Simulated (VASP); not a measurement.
Here is a VASP 6.6.1 calculation.

File INCAR:

```
  ALGO = Normal
  EDIFF = 1E-6
  ENCUT = 520
  GGA = PE
  ISIF = 2
  ISMEAR = 0
  LASPH = T
  LCHARG = F
  LREAL = F
  LWAVE = F
  NBANDS = 16
  NELM = 80
  PREC = Accurate
  SIGMA = 0.01
```

The input KPOINTS:

```
k-points
0
Gamma
  6 6 4
```

The input POSCAR:

```
MgS
1.0
    4.0128295902      0.0000000000      0.0000000000
   -2.0064147951      3.4752123661      0.0000000000
    0.0000000000      0.0000000000      6.4259240143
Mg S
2 2
Direct
    0.3333333333      0.6666666667     -0.0029409542
    0.6666666667      0.3333333333      0.4970590458
    0.3333333333      0.6666666667      0.3779409542
    0.6666666667      0.3333333333      0.8779409542
```

Potentials or basis: VASP PAW PBE potentials, release 64 (Mg, S).

Command:

```bash
$ cat potpaw_PBE.64/Mg/POTCAR potpaw_PBE.64/S/POTCAR > POTCAR
$ mpirun -np 1 vasp_std > vasp.out
```

Problem. What does it give for the largest force?

Solution. 0.005 eV/Å.

Problem. Estimate the band gap on the k mesh.

Solution. 3.52 eV, direct.

Problem. What does it give for the pressure?

Solution. 1.7 GPa.

Forces in eV/Å, atoms in the order of the input:
```
Mg   0.000  0.000 -0.005
Mg   0.000  0.000 -0.005
S    0.000  0.000  0.005
S    0.000  0.000  0.005
```
